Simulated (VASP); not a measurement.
Here is a VASP 6.6.1 calculation.

INCAR

```
SYSTEM = BP
PREC = Accurate ; ENCUT = 500
EDIFF = 1E-6 ; ISMEAR = 0
SIGMA = 0.01 ; LREAL = .False.
LASPH = .True. ; NELM = 120
ALGO = Normal ; ISIF = 2
LWAVE = .False. ; LCHARG = .True.
GGA = PE ; LELF = .True.
LVHAR = .True. ; NBANDS = 26
GGA_COMPAT = .False.
```

KPOINTS

```
regular mesh
0
Gamma
  3 3 3
  0 0 0
```

The input POSCAR:

```
BP
1.0
    4.5481928018      0.0000000000      0.0000000000
    0.0000000000      4.5481928018      0.0000000000
    0.0000000000      0.0000000000      4.5481928018
B P
4 4
Direct
    0.0000000000      0.5000000000      0.5000000000
    0.5000000000      0.0000000000      0.5000000000
    0.5000000000      0.5000000000      0.0000000000
    0.0000000000      0.0000000000      0.0000000000
    0.2500000000      0.2500000000      0.2500000000
    0.7500000000      0.7500000000      0.2500000000
    0.7500000000      0.2500000000      0.7500000000
    0.2500000000      0.7500000000      0.7500000000
```

Potentials or basis: VASP PAW PBE potentials, release 64 (B, P).

The run is started by

```console
$ cat potpaw_PBE.64/B/POTCAR potpaw_PBE.64/P/POTCAR > POTCAR
$ mpirun -np 1 vasp_std > vasp.out
```

Question: Estimate the pressure.

Answer: 0.0 GPa.

Question: Predict the band gap on the k mesh.

Answer: 1.34 eV.

Caveat: the k points lie up to 0.46 Å⁻¹ apart. A k mesh can miss the band edges.
